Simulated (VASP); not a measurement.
# Zr2S5 (Pmm2) in VASP: single point with PBE

Aim: the single point of Zr2S5 with PBE.

Program: VASP 6.6.1. These are calculated values, not measurements. Logs are shortened: lines on timing, memory, paths and dates and some standing lists are left out, and cuts for length are marked.

## (1) The cell of the first run

Symmetry: Pmm2, No. 25, orthorhombic system. Conventional cell: a = 3.419 Å, b = 8.367 Å, c = 7.267 Å, α = 90.00°, β = 90.00°, γ = 90.00°. Within 3.2 Å of Zr (site symmetry m) lie 6 S at 2.44 to 2.68 Å. Within 3.2 Å of S (site symmetry m) lie 2 Zr at 2.44 Å. Within 2.8 Å of S (site symmetry m) lie 1 S at 2.10 Å and 2 Zr at 2.66 Å. S (site symmetry mm2) has 4 Zr at 2.68 Å and 6 S at 3.21 to 3.42 Å within 3.5 Å.

The cell was built from a structure type or drawn by symmetry, and may not be a known phase.

## (2) Single point, PBE

Contents of INCAR:

```
SYSTEM = Zr2S5
PREC = Accurate
ENCUT = 520
EDIFF = 1E-7
ISMEAR = 0
SIGMA = 0.02
LREAL = .False.
LASPH = .True.
NELM = 60
ALGO = Normal
ISIF = 2
LWAVE = .False.
LCHARG = .False.
GGA = PE
NBANDS = 36
```

Contents of KPOINTS:

```
Automatic mesh
0
Gamma
  10 4 6
  0 0 0
```

Contents of POSCAR:

```
Zr2S5
1.0
    3.4193498413      0.0000000000      0.0000000000
    0.0000000000      8.3668865494      0.0000000000
    0.0000000000      0.0000000000      7.2669406729
Zr S
2 5
Direct
    0.5000000000      0.7236547353      0.6832752988
    0.5000000000      0.2763452647      0.6832752988
    0.0000000000      0.2327766175      0.4492320068
    0.0000000000      0.7672233825      0.4492320068
    0.0000000000      0.8743082178      0.9024889891
    0.0000000000      0.1256917822      0.9024889891
    0.0000000000      0.5000000000      0.8045202017
```

Potentials or basis: VASP PAW PBE potentials, release 64 (Zr_sv, S).

Command:

```sh
$ cat potpaw_PBE.64/Zr_sv/POTCAR potpaw_PBE.64/S/POTCAR > POTCAR
$ mpirun -np 1 vasp_std > vasp.out
```

OUTCAR:

```text
SYSTEM = Zr2S5
   PREC = Accurate
   ENCUT = 520
   EDIFF = 1E-7
   ISMEAR = 0
   LREAL = .False.
   LASPH = .True.
   NELM = 60
   ISIF = 2
   GGA = PE

 ion  position               nearest neighbor table
   1  0.500  0.724  0.683-   4 2.44   4 2.44   5 2.66   5 2.66   7 2.68   7 2.68   2 3.74
   2  0.500  0.276  0.683-   3 2.44   3 2.44   6 2.66   6 2.66   7 2.68   7 2.68   1 3.74
   3  0.000  0.233  0.449-   2 2.44   2 2.44
   4  0.000  0.767  0.449-   1 2.44   1 2.44
   5  0.000  0.874  0.902-   6 2.10   1 2.66   1 2.66
   6  0.000  0.126  0.902-   5 2.10   2 2.66   2 2.66
   7  0.000  0.500  0.805-   1 2.68   2 2.68   1 2.68   2 2.68

  LATTYP: Found a simple orthorhombic cell.
 ALAT       =     3.4193498413
 B/A-ratio  =     2.1252404727
 C/A-ratio  =     2.4469232274

  Lattice vectors:

 A1 = (  -3.4193498413,   0.0000000000,   0.0000000000)
 A2 = (   0.0000000000,   0.0000000000,   7.2669406729)
 A3 = (   0.0000000000,   8.3668865494,   0.0000000000)

Analysis of symmetry for initial positions (statically):
=====================================================================
 Subroutine PRICEL returns:
 Original cell was already a primitive cell.

 Routine SETGRP: Setting up the symmetry group for a
 simple orthorhombic supercell.

 Subroutine GETGRP returns: Found  4 space group operations
 (whereof  4 operations were pure point group operations)
 out of a pool of  8 trial point group operations.

The static configuration has the point symmetry C_2v.

Analysis of symmetry for dynamics (positions and initial velocities):
=====================================================================
 Subroutine PRICEL returns:
 Original cell was already a primitive cell.

 Routine SETGRP: Setting up the symmetry group for a
 simple orthorhombic supercell.

 Subroutine GETGRP returns: Found  4 space group operations
 (whereof  4 operations were pure point group operations)
 out of a pool of  8 trial point group operations.

The dynamic configuration has the point symmetry C_2v.

 Subroutine INISYM returns: Found  4 space group operations
 (whereof  4 operations are pure point group operations),
 and found     1 'primitive' translations

----------------------------------------------------------------------------------------

[... 104 lines left out ...]
   EDIFFG = 0.1E-05   stopping-criterion for IOM
   NSW    =      0    number of steps for IOM
   IBRION =     -1    ionic relax: 0-MD 1-quasi-New 2-CG
   NFREE  =      0    steps in history (QN), initial steepest desc. (CG)
   ISIF   =      2    stress and relaxation
   ISYM   =      2    0-nonsym 1-usesym 2-fastsym
   POTIM  = 0.5000    time-step for ionic-motion
   TEBEG  =    0.0;   TEEND  =   0.0 temperature during run
   PSTRESS=    0.0 pullay stress
   NELECT =      54.0000    total number of electrons
   NUPDOWN=      -1.0000    fix difference up-down
   EMIN   =  10.00;   EMAX   =-10.00  energy-range for DOS
   EFERMI =   0.00;   METHOD = LEGACY
   ISMEAR =     0;   SIGMA  =   0.02  broadening in eV -4-tet -1-fermi 0-gaus
   EFERMI_NEDOS =   21; number of points for ismear=-14 and -15
   IALGO  =     38    algorithm
   IMIX   =      4    mixing-type and parameters
     AMIX     =   0.40;   BMIX     =  1.00
     AMIX_MAG =   1.60;   BMIX_MAG =  1.00
  volume/ion in A,a.u.               =      29.70       200.43
  Fermi-wavevector in a.u.,A,eV,Ry     =   1.044527  1.973870 14.844460  1.091037
  Thomas-Fermi vector in A             =   2.179284
   LORBIT       =      0    0 simple, 1 ext, 2 COOP (PROOUT), +10 PAW based schemes
   GGA     = PE    functional components
   LHFCALC =     F    Hartree Fock is set to
   AEXX    =    0.0000 exact exchange contribution
   IVDW    =     0    specifies the selected vdW correction
   LEPSILON=     F    determine dielectric tensor
   LRPA    =     F    only Hartree local field effects (RPA)
 non-spin polarized calculation
 Gauss-broadening in eV      SIGMA  =   0.02
  energy-cutoff  :      520.00
  volume of cell :      207.90
 maximum number of plane-waves:      5629
 NGX is ok and might be reduce to    28
   NGX = 13   NGY = 31   NGZ = 27

 number of electron      54.0000007 magnetization

 Free energy of the ion-electron system (eV)
  ---------------------------------------------------
  ext. energy  EPLUGINS =         0.00000000
  ---------------------------------------------------
  free energy    TOTEN  =       -45.14597643 eV

  energy without entropy =      -45.14597643  energy(sigma->0) =      -45.14597643

 E-fermi :   2.4913     XC(G=0):  -7.8998

 val. band max:        2.3734118558   @ k =   0.5000   0.0000   0.0000
 cond. band min:       2.7568382514   @ k =   0.0000   0.0000   0.5000
 fundamental gap:      0.3834263956
 Fermi energy:         2.4912931461

 k-point     1 :       0.0000    0.0000    0.0000
  band No.  band energies     occupation
      1     -46.8713      2.00000
      2     -46.8675      2.00000
      3     -25.0420      2.00000
      4     -24.9624      2.00000
      5     -24.9345      2.00000
      6     -24.9250      2.00000
[... 925 lines left out ...]
     35       6.1273      0.00000
     36       6.8964      0.00000

 [... further k-points ...]

------------------------ aborting loop because EDIFF is reached ----------------------------------------

  FORCE on cell =-STRESS in cart. coord.  units (eV):
  Direction    XX          YY          ZZ          XY          YZ          ZX
  --------------------------------------------------------------------------------------
  -------------------------------------------------------------------------------------
  Total       -0.0749682     -0.2151093     -0.0322788      0.0000000      0.0000000      0.0000000
  in kB       -0.5777350     -1.6577181     -0.2487531      0.0000000      0.0000000      0.0000000
  external PRESSURE =      -0.8280687 kB  Pullay stress =       0.0000000 kB

 VOLUME and BASIS-vectors are now :
 -----------------------------------------------------------------------------
  energy-cutoff  :      520.00
  volume of cell :      207.90
      direct lattice vectors                 reciprocal lattice vectors
     3.419349841  0.000000000  0.000000000     0.292453258  0.000000000  0.000000000
     0.000000000  8.366886549  0.000000000     0.000000000  0.119518771  0.000000000
     0.000000000  0.000000000  7.266940673     0.000000000  0.000000000  0.137609490

 POSITION                                       TOTAL-FORCE (eV/Angst)
 -----------------------------------------------------------------------------------
      1.70967      6.05474      4.96532        -0.000000     -0.001961      0.002984
      1.70967      2.31215      4.96532        -0.000000      0.001961      0.002984
      0.00000      1.94762      3.26454         0.000000      0.000668     -0.005050
      0.00000      6.41927      3.26454         0.000000     -0.000668     -0.005050
      0.00000      7.31524      6.55833         0.000000      0.099037      0.002126
      0.00000      1.05165      6.55833         0.000000     -0.099037      0.002126
      0.00000      4.18344      5.84640         0.000000     -0.000000     -0.000120
 -----------------------------------------------------------------------------------
    total drift:                                0.000000      0.000000     -0.000155

  FREE ENERGIE OF THE ION-ELECTRON SYSTEM (eV)
  ---------------------------------------------------
  free  energy   TOTEN  =       -45.1459764301 eV

  energy  without entropy=      -45.1459764301  energy(sigma->0) =      -45.14597643
```

OSZICAR:

```text
N       E                     dE             d eps       ncg     rms          rms(c)
DAV:   1     0.447391549851E+03    0.44739E+03   -0.25011E+04  5192   0.132E+03
DAV:   2    -0.786454907050E+01   -0.45526E+03   -0.44412E+03  6624   0.328E+02
DAV:   3    -0.464970991537E+02   -0.38633E+02   -0.38356E+02  7500   0.851E+01
DAV:   4    -0.495949982114E+02   -0.30979E+01   -0.30908E+01  9048   0.203E+01
DAV:   5    -0.497208918954E+02   -0.12589E+00   -0.12588E+00  7268   0.329E+00    0.239E+01
DAV:   6    -0.452407719240E+02    0.44801E+01   -0.14414E+01  5844   0.162E+01    0.121E+01
DAV:   7    -0.451440954488E+02    0.96676E-01   -0.15607E+00  8172   0.517E+00    0.610E+00
DAV:   8    -0.451443190349E+02   -0.22359E-03   -0.26264E-01  6508   0.226E+00    0.952E-01
DAV:   9    -0.451442581762E+02    0.60859E-04   -0.30697E-02  6908   0.796E-01    0.806E-01
DAV:  10    -0.451453443991E+02   -0.10862E-02   -0.38779E-03  7044   0.300E-01    0.287E-01
DAV:  11    -0.451457727558E+02   -0.42836E-03   -0.66664E-04  6208   0.120E-01    0.101E-01
DAV:  12    -0.451459542016E+02   -0.18145E-03   -0.25696E-04  6196   0.729E-02    0.574E-02
DAV:  13    -0.451459716978E+02   -0.17496E-04   -0.22992E-05  6932   0.218E-02    0.319E-02
DAV:  14    -0.451459767487E+02   -0.50509E-05   -0.11681E-05  5872   0.164E-02    0.142E-02
DAV:  15    -0.451459765929E+02    0.15576E-06   -0.80105E-07  6356   0.435E-03    0.447E-03
DAV:  16    -0.451459764009E+02    0.19197E-06   -0.36414E-07  5256   0.336E-03    0.185E-03
DAV:  17    -0.451459764301E+02   -0.29194E-07   -0.29365E-08  3916   0.955E-04
   1 F= -.45145976E+02 E0= -.45145976E+02  d E =-.384588E-19
```

It took 6.4 min on 1 thread of Intel Xeon 6975P-C (Granite Rapids), shared host; peak memory 0.56 GiB.

What came out:

```yaml
Free_energy: -45.1460 eV
Pressure: -0.1 GPa
Largest_force: 0.099 eV/Å
Band_gap_on_the_k_mesh: 0.38 eV (least direct gap 0.71 eV)
```

Forces in eV/Å, atoms in the order of the input:
```
Zr   0.000 -0.002  0.003
Zr   0.000  0.002  0.003
S    0.000  0.001 -0.005
S    0.000 -0.001 -0.005
S    0.000  0.099  0.002
S    0.000 -0.099  0.002
S    0.000  0.000  0.000
```

Caveat: this functional lacks dispersion, which binds the layers, so the pressure and a relaxed spacing across them are unreliable. A k mesh can miss the band edges.
